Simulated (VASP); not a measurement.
Crystal: SnO2.

```
Sn O
1.0
     4.78800    0.00000    0.00000
     0.00000    4.86658    0.00000
     0.00000    0.00000    3.24090
Sn O
2 4
Cartesian
  2.3940 2.4333 1.6204
  0.0000 0.0000 0.0000
  1.3974 1.5624 0.0000
  3.7914 0.8709 1.6204
  0.9966 3.9957 1.6204
  3.3906 3.3042 0.0000
```

Base run:

```yaml
Program: VASP 6.6.1
Functional: LDA
Potentials_or_basis: VASP PAW LDA potentials, release 64 (Sn_d, O)
Cutoff: 520 eV
k_mesh: 4 × 4 × 6
Occupations: gaussian, width 0.01 eV
Spin: no spin polarisation
```

Its results: band gap on the k mesh 0.70 eV, direct; pressure -10.4 GPa; largest force 0.151 eV/Å.

The run is repeated on the same cell with these changes: functional from LDA to PBEsol; potentials or basis from VASP PAW LDA potentials, release 64 (Sn_d, O) to VASP PAW PBE potentials, release 64 (Sn_d, O). What comes out?

Band gap on the k mesh 0.72 eV, direct; pressure -5.8 GPa; largest force 0.104 eV/Å.

Caveats: spin-orbit coupling is left out, which moves the levels of the heavy elements; the PAW data sets were made with another functional, which shifts forces and pressure a little (some runs).

